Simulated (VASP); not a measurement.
# SiO2 (P4_2/mnm) in VASP: further runs, part 2 of 2

VASP 6.6.1. Earlier steps stand in the parts before.

## 3. Single point, PBE

This run uses another cell than the first one, of the same volume but with other edges.

Input file INCAR:

```
SYSTEM = SiO2
PREC = Accurate
ENCUT = 520
EDIFF = 1E-6
ISMEAR = 0
SIGMA = 0.05
LREAL = .FALSE.
LASPH = .TRUE.
NELM = 60
ALGO = Normal
ISIF = 2
LWAVE = .FALSE.
LCHARG = .FALSE.
GGA = PE
NBANDS = 25
```

Input file KPOINTS:

```
regular mesh
0
G
  6 6 8
  0 0 0
```

Input file POSCAR:

```
SiO2
1.0
    4.2994000000      0.0000000000      0.0000000000
    0.0000000000      4.2994000000      0.0000000000
    0.0000000000      0.0000000000      2.6897743053
Si O
2 4
Direct
    0.5000000000      0.5000000000      0.5000000000
    0.0000000000      0.0000000000      0.0000000000
    0.6930127928      0.6930127928      0.0000000000
    0.1930127928      0.8069872072      0.5000000000
    0.3069872072      0.3069872072      0.0000000000
    0.8069872072      0.1930127928      0.5000000000
```

Potentials or basis: VASP PAW PBE potentials, release 64 (Si, O).

Started as:

```console
$ cat potpaw_PBE.64/Si/POTCAR potpaw_PBE.64/O/POTCAR > POTCAR
$ mpirun -np 1 vasp_std > vasp.out
```

OUTCAR:

```text
SYSTEM = SiO2
   PREC = Accurate
   ENCUT = 520
   EDIFF = 1E-6
   ISMEAR = 0
   LREAL = .FALSE.
   LASPH = .TRUE.
   NELM = 60
   ISIF = 2
   GGA = PE

 ion  position               nearest neighbor table
   1  0.500  0.500  0.500-   3 1.78   5 1.78   3 1.78   5 1.78   4 1.87   6 1.87
   2  0.000  0.000  0.000-   4 1.78   6 1.78   4 1.78   6 1.78   5 1.87   3 1.87
   3  0.693  0.693  0.000-   1 1.78   1 1.78   2 1.87
   4  0.193  0.807  0.500-   2 1.78   2 1.78   1 1.87
   5  0.307  0.307  0.000-   1 1.78   1 1.78   2 1.87
   6  0.807  0.193  0.500-   2 1.78   2 1.78   1 1.87

  LATTYP: Found a simple tetragonal cell.
 ALAT       =     4.2994000000
 C/A-ratio  =     0.6256162035

  Lattice vectors:

 A1 = (   4.2994000000,   0.0000000000,   0.0000000000)
 A2 = (   0.0000000000,   4.2994000000,   0.0000000000)
 A3 = (   0.0000000000,   0.0000000000,   2.6897743053)

Analysis of symmetry for initial positions (statically):
=====================================================================
 Subroutine PRICEL returns:
 Original cell was already a primitive cell.

 Routine SETGRP: Setting up the symmetry group for a
 simple tetragonal supercell.

 Subroutine GETGRP returns: Found 16 space group operations
 (whereof  8 operations were pure point group operations)
 out of a pool of 16 trial point group operations.

The static configuration has the point symmetry D_2h.
 The point group associated with its full space group is D_4h.

Analysis of symmetry for dynamics (positions and initial velocities):
=====================================================================
 Subroutine PRICEL returns:
 Original cell was already a primitive cell.

 Routine SETGRP: Setting up the symmetry group for a
 simple tetragonal supercell.

 Subroutine GETGRP returns: Found 16 space group operations
 (whereof  8 operations were pure point group operations)
 out of a pool of 16 trial point group operations.

The dynamic configuration has the point symmetry D_2h.
 The point group associated with its full space group is D_4h.

 Subroutine INISYM returns: Found 16 space group operations
 (whereof  8 operations are pure point group operations),
 and found     1 'primitive' translations

----------------------------------------------------------------------------------------

                                     Primitive cell

  volume of cell :      49.7200

  direct lattice vectors                    reciprocal lattice vectors
     4.299400000  0.000000000  0.000000000     0.232590594  0.000000000  0.000000000
     0.000000000  4.299400000  0.000000000     0.000000000  0.232590594  0.000000000
     0.000000000  0.000000000  2.689774305     0.000000000  0.000000000  0.371778405

  length of vectors
     4.299400000  4.299400000  2.689774305     0.232590594  0.232590594  0.371778405

  position of ions in fractional coordinates (direct lattice)
     0.500000000  0.500000000  0.500000000
     0.000000000  0.000000000  0.000000000
     0.693012793  0.693012793  0.000000000
     0.193012793  0.806987207  0.500000000
     0.306987207  0.306987207  0.000000000
     0.806987207  0.193012793  0.500000000

  ion indices of the primitive-cell ions
[... 26 lines left out ...]
  Shift w.r.t. Gamma in fractional coordinates (k-lattice)
     0.000000000  0.000000000  0.000000000

 Subroutine IBZKPT returns following result:
 ===========================================

 Found     50 irreducible k-points:

 Following reciprocal coordinates:
            Coordinates               Weight
  0.000000  0.000000  0.000000      1.000000
  0.166667  0.000000  0.000000      4.000000
  0.333333  0.000000  0.000000      4.000000
  0.500000  0.000000  0.000000      2.000000
  0.166667  0.166667  0.000000      4.000000
  0.333333  0.166667  0.000000      8.000000
[... 16 lines left out ...]
  0.333333  0.000000  0.250000      8.000000
  0.500000  0.000000  0.250000      4.000000
 [... further k-points ...]
   k-points           NKPTS =     50   k-points in BZ     NKDIM =     50   number of bands    NBANDS=     25
   number of dos      NEDOS =    301   number of ions     NIONS =      6
   total plane-waves  NPLWV =  20480
   dimension x,y,z NGX =    32 NGY =   32 NGZ =   20
   dimension x,y,z NGXF=    64 NGYF=   64 NGZF=   40
   ions per type =               2   4
   NGX,Y,Z   is equivalent  to a cutoff of  12.37, 12.37, 12.36 a.u.
   NGXF,Y,Z  is equivalent  to a cutoff of  24.75, 24.75, 24.72 a.u.
 SYSTEM =  SiO2
   PREC   = accura    normal or accurate (medium, high low for compatibility)
   ISTART =      0    job   : 0-new  1-cont  2-samecut
   ICHARG =      2    charge: 1-file 2-atom 10-const
   ISPIN  =      1    spin polarized calculation?
   LNONCOLLINEAR =      F non collinear calculations
   LSORBIT =      F    spin-orbit coupling
   LASPH  =      T    aspherical Exc in radial PAW
   ENCUT  =  520.0 eV  38.22 Ry    6.18 a.u.   7.99  7.99  5.00*2*pi/ulx,y,z
   NELM   =     60;   NELMIN=  2; NELMDL= -5     # of ELM steps
   EDIFF  = 0.1E-05   stopping-criterion for ELM
   LREAL  =      F    real-space projection
   EDIFFG = 0.1E-04   stopping-criterion for IOM
   NSW    =      0    number of steps for IOM
   IBRION =     -1    ionic relax: 0-MD 1-quasi-New 2-CG
   NFREE  =      0    steps in history (QN), initial steepest desc. (CG)
   ISIF   =      2    stress and relaxation
   ISYM   =      2    0-nonsym 1-usesym 2-fastsym
   POTIM  = 0.5000    time-step for ionic-motion
   TEBEG  =    0.0;   TEEND  =   0.0 temperature during run
   PSTRESS=    0.0 pullay stress
   NELECT =      32.0000    total number of electrons
   NUPDOWN=      -1.0000    fix difference up-down
   EMIN   =  10.00;   EMAX   =-10.00  energy-range for DOS
   EFERMI =   0.00;   METHOD = LEGACY
   ISMEAR =     0;   SIGMA  =   0.05  broadening in eV -4-tet -1-fermi 0-gaus
   EFERMI_NEDOS =   21; number of points for ismear=-14 and -15
   IALGO  =     38    algorithm
   IMIX   =      4    mixing-type and parameters
     AMIX     =   0.40;   BMIX     =  1.00
     AMIX_MAG =   1.60;   BMIX_MAG =  1.00
  volume/ion in A,a.u.               =       8.29        55.92
  Fermi-wavevector in a.u.,A,eV,Ry     =   1.413452  2.671036 27.182341  1.997846
  Thomas-Fermi vector in A             =   2.535096
   LORBIT       =      0    0 simple, 1 ext, 2 COOP (PROOUT), +10 PAW based schemes
   GGA     = PE    functional components
   LHFCALC =     F    Hartree Fock is set to
   AEXX    =    0.0000 exact exchange contribution
   IVDW    =     0    specifies the selected vdW correction
   LEPSILON=     F    determine dielectric tensor
   LRPA    =     F    only Hartree local field effects (RPA)
 non-spin polarized calculation
 Gauss-broadening in eV      SIGMA  =   0.05
  energy-cutoff  :      520.00
  volume of cell :       49.72
 maximum number of plane-waves:      1372
 NGX is ok and might be reduce to    32

 number of electron      32.0000004 magnetization

 Free energy of the ion-electron system (eV)
  ---------------------------------------------------
  ext. energy  EPLUGINS =         0.00000000
  ---------------------------------------------------
  free energy    TOTEN  =       -46.27777698 eV

  energy without entropy =      -46.27777698  energy(sigma->0) =      -46.27777698

 E-fermi :   7.5306     XC(G=0): -11.9228

 val. band max:        7.3163195696   @ k =   0.0000   0.0000   0.0000
 cond. band min:      11.8970526687   @ k =   0.0000   0.0000   0.0000
 fundamental gap:      4.5807330991
 Fermi energy:         7.5305883743

 k-point     1 :       0.0000    0.0000    0.0000
  band No.  band energies     occupation
      1     -14.6047      2.00000
      2     -11.3188      2.00000
      3     -11.3188      2.00000
      4     -11.1936      2.00000
      5      -3.1168      2.00000
      6       1.1811      2.00000
[... 661 lines left out ...]
     24      20.0810      0.00000
     25      20.7022      0.00000

 [... further k-points ...]
[... 5 lines left out ...]
  --------------------------------------------------------------------------------------
  -------------------------------------------------------------------------------------
  Total       -2.7964128     -2.7964128     -1.2853406     -0.0000000      0.0000000      0.0000000
  in kB      -90.1115195    -90.1115195    -41.4187747     -0.0000000      0.0000000      0.0000000
  external PRESSURE =     -73.8806046 kB  Pullay stress =       0.0000000 kB

 VOLUME and BASIS-vectors are now :
 -----------------------------------------------------------------------------
  energy-cutoff  :      520.00
  volume of cell :       49.72
      direct lattice vectors                 reciprocal lattice vectors
     4.299400000  0.000000000  0.000000000     0.232590594  0.000000000  0.000000000
     0.000000000  4.299400000  0.000000000     0.000000000  0.232590594  0.000000000
     0.000000000  0.000000000  2.689774305     0.000000000  0.000000000  0.371778405

 POSITION                                       TOTAL-FORCE (eV/Angst)
 -----------------------------------------------------------------------------------
      2.14970      2.14970      1.34489         0.000000     -0.000000      0.000000
      0.00000      0.00000      0.00000         0.000000     -0.000000      0.000000
      2.97954      2.97954      0.00000        -0.212721     -0.212721      0.000000
      0.82984      3.46956      1.34489        -0.212721      0.212721     -0.000000
      1.31986      1.31986      0.00000         0.212721      0.212721     -0.000000
      3.46956      0.82984      1.34489         0.212721     -0.212721      0.000000
 -----------------------------------------------------------------------------------
    total drift:                                0.000000      0.000000     -0.000000

  FREE ENERGIE OF THE ION-ELECTRON SYSTEM (eV)
  ---------------------------------------------------
  free  energy   TOTEN  =       -46.2777769791 eV

  energy  without entropy=      -46.2777769791  energy(sigma->0) =      -46.27777698
```

Wall time 40 s (1 thread of Intel Xeon Platinum 8375C at 2.90GHz (Ice Lake), shared host); peak memory 0.18 GiB.

Results:

- Free energy: -46.2778 eV
- Pressure: -7.4 GPa
- Largest force: 0.301 eV/Å
- Band gap on the k mesh: 4.58 eV, direct

Forces on the atoms (eV/Å):
```
Si   0.000  0.000  0.000
Si   0.000  0.000  0.000
O   -0.213 -0.213  0.000
O   -0.213  0.213  0.000
O    0.213  0.213  0.000
O    0.213 -0.213  0.000
```

Stress tensor (GPa, compression positive):
```
-9.01  0.00  0.00
 0.00 -9.01  0.00
 0.00  0.00 -4.14
```

Levels at points of the mesh, in eV from the valence-band top:
```tsv
k point	band 13	band 14	band 15	band 16	band 17	band 18	band 19	band 20
(0.00, 0.00, 0.00)	-2.40	-0.85	-0.85	0.00	4.58	6.71	8.24	8.24
(0.50, 0.00, 0.00)	-2.49	-2.49	-1.03	-1.03	7.00	7.00	8.87	8.87
(0.50, 0.50, 0.00)	-2.43	-2.43	-2.11	-2.11	6.79	6.79	9.67	9.67
(0.00, 0.00, 0.50)	-2.69	-2.69	-2.46	-2.46	8.21	8.21	11.72	11.72
(0.50, 0.00, 0.50)	-2.16	-2.16	-1.59	-1.59	8.07	8.07	9.00	9.00
(0.50, 0.50, 0.50)	-1.70	-1.70	-1.41	-1.41	6.42	6.42	10.40	10.40
```

A k mesh can miss the band edges. PBE gaps usually lie below the measured ones, often by a third to a half.
